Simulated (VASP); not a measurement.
Set up this calculation in VASP 6.6.1, as the native input.

| Quantity | Value |
| --- | --- |
| Task | single point |
| Functional | PBE |
| Dispersion | D4 |
| Potentials or basis | VASP PAW PBE potentials, release 64 (Mo_sv) |
| Cutoff | 500 eV |
| k mesh | 8 × 8 × 8 |
| Occupations | gaussian, width 0.1 eV |
| Spin | no spin polarisation |
| Dipole correction | no |
| Further INCAR settings | ALGO = Normal; EDIFF = 1e-06; NBANDS = 13 |

The structure of Mo lies in POSCAR:

```
Mo
1.0
   -1.5650000000      1.5650000000      1.5650000000
    1.5650000000     -1.5650000000      1.5650000000
    1.5650000000      1.5650000000     -1.5650000000
Mo
1
Direct
    0.0000000000      0.0000000000      0.0000000000
```

The input as run:

INCAR

```
SYSTEM = Mo
PREC = Accurate
ENCUT = 500
EDIFF = 1E-6
ISMEAR = 0
SIGMA = 0.1
LREAL = .False.
LASPH = .True.
NELM = 120
ALGO = Normal
ISIF = 2
LWAVE = .False.
LCHARG = .True.
GGA = PE
IVDW = 13
LELF = .True.
LVHAR = .True.
NBANDS = 13
GGA_COMPAT = .False.
```

KPOINTS

```
regular mesh
0
Gamma
  8 8 8
  0 0 0
```

Potentials or basis: VASP PAW PBE potentials, release 64 (Mo_sv).

Command:

```sh
$ cat potpaw_PBE.64/Mo_sv/POTCAR > POTCAR
$ mpirun -np 1 vasp_std > vasp.out
```

Results of the run:

- Pressure: 3.1 GPa
- Band gap on the k mesh: zero (band 7 reaches 17.00 eV, above the bottom of band 8 at 11.50 eV)
- Dispersion energy per atom: -0.620 eV

Caveat: pairwise dispersion overbinds metals, which lowers pressure and volume.

Wall time 3.9 s on 1 thread of Intel(R) Xeon(R) Platinum 8375C CPU @ 2.90GHz (Ice Lake) (shared host), peak memory 0.12 GiB.
